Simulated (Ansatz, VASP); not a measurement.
**One calculation of SrO, two programs**

```
Sr O
1.0
     0.00000    2.56980    2.56980
     2.56980    0.00000    2.56980
     2.56980    2.56980    0.00000
Sr O
1 1
Direct
  0.00000 0.00000 0.00000
  0.50000 0.50000 0.50000
```

Alike in both runs: task single point; functional PBE; k mesh 6 × 6 × 6; occupations gaussian, width 0.1 eV; no spin polarisation.

|  | VASP | Ansatz |
| --- | --- | --- |
| version | VASP 6.6.1 | Ansatz 0.2.0 |
| potentials or method | VASP PAW PBE potentials, release 64 (Sr_sv, O), cutoff 600 eV | scalar-relativistic, plane waves, PAW |
| valence electrons in the cell | 16 | 16 |

```csv
,VASP,Ansatz,Ansatz less VASP
gap on the k mesh at the Fermi level (eV),3.26,3.31,+0.048
least direct gap on the mesh (eV),3.35,3.39,+0.037
pressure (GPa),3.4,2.9,-0.50
```
